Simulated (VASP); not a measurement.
**SiC: G0W0 quasiparticle levels with PBE**

The system is SiC.

```xyz
2
Lattice="0.0000 2.2434 2.2434 2.2434 0.0000 2.2434 2.2434 2.2434 0.0000" Properties=species:S:1:pos:R:3 pbc="T T T"
Si    0.0000    0.0000    0.0000
C     1.1217    1.1217    1.1217
```

| Property | Result |
| --- | --- |
| Program | VASP 6.6.1 |
| Task | G0W0 quasiparticle levels |
| Functional | PBE |
| Potentials or basis | VASP PAW PBE potentials, release 64 (Si_GW, C_GW) |
| Cutoff | 500 eV |
| k mesh | 6 × 6 × 6 |
| Occupations | gaussian, width 0.01 eV |
| Spin | no spin polarisation |
| Dipole correction | no |
| GW scheme | G0W0 |
| GW iterations | 1 |
| Cutoff of the response function | 150 |
| Frequency points | 96 |
| Empty bands | 94 |
| Further INCAR settings | ALGO = EVGW0; EDIFF = 1e-08; NBANDS = 98 |

The quasiparticle gap is 2.17 eV. The least direct quasiparticle gap is 5.42 eV, the band gap of the starting levels on the mesh is 1.43 eV and the least direct gap of the starting levels on the mesh is 4.44 eV.

It took 2.1 min on 1 thread of Intel(R) Xeon(R) 6975P-C (Granite Rapids) (shared host), peak memory 0.44 GiB.

Caveat: the k points lie up to 0.40 Å⁻¹ apart; bands, screening cutoff and mesh are small and nothing is extrapolated, so the quasiparticle values aren't converged.
